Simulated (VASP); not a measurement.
Write the native input for VASP 6.6.1 that does the following.

| Property | Result |
| --- | --- |
| Task | single point |
| Functional | RPBE |
| Potentials or basis | VASP PAW PBE potentials, release 64 (Mg) |
| Cutoff | 520 eV |
| k mesh | 13 × 13 × 4 |
| Occupations | fermi-dirac, width 0.1 eV |
| Spin | no spin polarisation |
| Dipole correction | no |
| Further INCAR settings | ALGO = Normal; EDIFF = 1e-07; NBANDS = 12 |

The structure of Mg lies in POSCAR:

```
Mg
1.0
    3.3559566864      0.0000000000      0.0000000000
   -1.6779783432      2.9063437445      0.0000000000
    0.0000000000      0.0000000000     10.9171006186
Mg
4
Direct
    0.0000000000      1.0000000000      1.0000000000
    0.0000000000      0.0000000000      0.5000000000
    0.3333333333      0.6666666667      0.2500000000
    0.6666666667      0.3333333333      0.7500000000
```

One way to write it, as run:

INCAR

```
ALGO = Normal
EDIFF = 1E-7
ENCUT = 520
GGA = RP
ISIF = 2
ISMEAR = -1
LASPH = T
LCHARG = T
LELF = T
LREAL = F
LVHAR = T
LWAVE = F
NBANDS = 12
NELM = 60
PREC = Accurate
SIGMA = 0.1
```

KPOINTS

```
k-points
0
Gamma
  13 13 4
```

Potentials or basis: VASP PAW PBE potentials, release 64 (Mg).

Command:

```sh
$ cat potpaw_PBE.64/Mg/POTCAR > POTCAR
$ mpirun -np 1 vasp_std > vasp.out
```

Results of the run:

```yaml
Pressure: -3.1 GPa
Band_gap_on_the_k_mesh: zero (bands 4 and 5 overlap by 2.37 eV)
```

Caveat: the cell stands under tension; the PAW data sets were made with another functional, which shifts forces and pressure a little.

It took 47 s on 1 thread of AMD EPYC 9R45 96-Core Processor (Zen 5), on a shared host, peak memory 0.23 GiB.
